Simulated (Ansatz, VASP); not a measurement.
**One calculation of Cu3N, two programs**

INCAR

```
SYSTEM = Cu3N
  PREC = Accurate
  ENCUT = 600
  EDIFF = 1E-6
  ISMEAR = 0
  SIGMA = 0.01
  LREAL = .False.
  LASPH = .True.
  NELM = 120
  ALGO = Normal
  ISIF = 2
  LWAVE = .False.
  LCHARG = .True.
  GGA = PE
  LELF = .True.
  LVHAR = .True.
  NBANDS = 27
  GGA_COMPAT = .False.
```

Contents of KPOINTS:

```
regular mesh
0
Gamma
  10 10 10
  0 0 0
```

File POSCAR:

```
Cu3N
1.0
    3.7504682605      0.0000000000      0.0000000000
    0.0000000000      3.7504682605      0.0000000000
    0.0000000000      0.0000000000      3.7504682605
Cu N
3 1
Direct
    0.5000000000      0.0000000000      0.0000000000
    0.0000000000      0.5000000000      0.0000000000
    0.0000000000      0.0000000000      0.5000000000
    0.0000000000      0.0000000000      0.0000000000
```

Input for Ansatz:

```yaml
crystal:
  lattice:
    - [3.7504682605, 0.0, 0.0]
    - [0.0, 3.7504682605, 0.0]
    - [0.0, 0.0, 3.7504682605]
  atoms:
    - { symbol: Cu, position: [0.5, 0.0, 0.0] }
    - { symbol: Cu, position: [0.0, 0.5, 0.0] }
    - { symbol: Cu, position: [0.0, 0.0, 0.5] }
    - { symbol: "N", position: [0.0, 0.0, 0.0] }
basis:
  ecutwfc: 420
kpoints:
  mp_grid: { grid: [10, 10, 10] }
hamiltonian:
  xc: pbe
scf:
  occupations: { method: gaussian, width: 0.01 }
output:
  forces: true
  stress: true
  eigenvalues: true
  write_density: true
  write_potential: true
  elf: true
  volumetric_format: npy
```

Change from the starting cell: equal strain along all axes, cell held, atoms relaxed: -2.0 %.

Alike in both runs: task single point; functional PBE; k mesh 10 × 10 × 10; occupations gaussian, width 0.01 eV; no spin polarisation.

```csv
,VASP,Ansatz
version,VASP 6.6.1,Ansatz 0.2.0
potentials or method,"VASP PAW PBE potentials, release 64 (Cu, N), cutoff 600 eV","scalar-relativistic, plane waves, PAW"
valence electrons in the cell,38,62
```

|  | VASP | Ansatz | Ansatz less VASP |
| --- | --- | --- | --- |
| gap on the k mesh at the Fermi level (eV) | 0.04 | 0.02 | -0.023 |
| least direct gap on the mesh (eV) | 0.59 | 0.56 | -0.034 |
| pressure (GPa) | 9.0 | 8.2 | -0.82 |

VASP's potentials hold 38 valence electrons a cell and Ansatz's 62, so a difference there can come from the potentials and not from the codes.
